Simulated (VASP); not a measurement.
Crystal: PbS.

```
CELL_PARAMETERS angstrom
2.95469 -2.96891 0.28851
2.95469 2.96891 0.28851
-0.58357 0.00000 5.92619
ATOMIC_POSITIONS crystal
Pb 0.74998 0.74998 0.75000
Pb 0.25002 0.25002 0.25000
S 0.25008 0.25008 0.75003
S 0.74992 0.74992 0.24997
```

Base run:

| Quantity | Value |
| --- | --- |
| Program | VASP 6.6.1 |
| Functional | r2SCAN |
| Potentials or basis | VASP PAW PBE potentials, release 64 (Pb_d, S) |
| Cutoff | 520 eV |
| k mesh | 4 × 4 × 4 |
| Occupations | gaussian, width 0.01 eV |
| Spin | no spin polarisation |

Its results: band gap on the k mesh 0.64 eV; pressure 1.0 GPa.

Q: The run is repeated on the same cell with these changes: k mesh from 4 × 4 × 4 to 4 × 4 × 2. What comes out?

A: Band gap on the k mesh 0.63 eV; pressure 2.0 GPa.

Caveats: some runs use coarse meshes; the PAW data sets were made with another functional, which shifts forces and pressure a little; spin-orbit coupling is left out, which moves the levels of the heavy elements.

A k mesh can miss the band edges.
